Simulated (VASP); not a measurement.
Rh:

```
Rh
1.0
     0.00000    1.89785    1.89785
     1.89785    0.00000    1.89785
     1.89785    1.89785    0.00000
Rh
1
Direct
  0.00000 0.00000 0.00000
```

Base run:

- Program: VASP 6.6.1
- Functional: PBE
- Potentials or basis: VASP PAW PBE potentials, release 64 (Rh_pv)
- Cutoff: 520 eV
- k mesh: 8 × 8 × 8
- Occupations: fermi-dirac, width 0.1 eV
- Spin: no spin polarisation

Its results: pressure 8.8 GPa.

Task: After a change of settings the same cell gave: pressure 33.4 GPa. Which change was it?
A. k mesh from 8 × 8 × 8 to 10 × 10 × 10; further incar settings from ALGO = Normal; EDIFF = 1e-07; NBANDS = 14 to ALGO = Normal; EDIFF = 1e-06; NBANDS = 14
B. k mesh from 8 × 8 × 8 to 12 × 12 × 12; further incar settings from ALGO = Normal; EDIFF = 1e-07; NBANDS = 14 to ALGO = Normal; EDIFF = 1e-06; NBANDS = 14
C. k mesh from 8 × 8 × 8 to 6 × 6 × 6; further incar settings from ALGO = Normal; EDIFF = 1e-07; NBANDS = 14 to ALGO = Normal; EDIFF = 1e-06; NBANDS = 14
D. k mesh from 8 × 8 × 8 to 3 × 3 × 3

Result: D.

Caveats: some runs use coarse meshes.
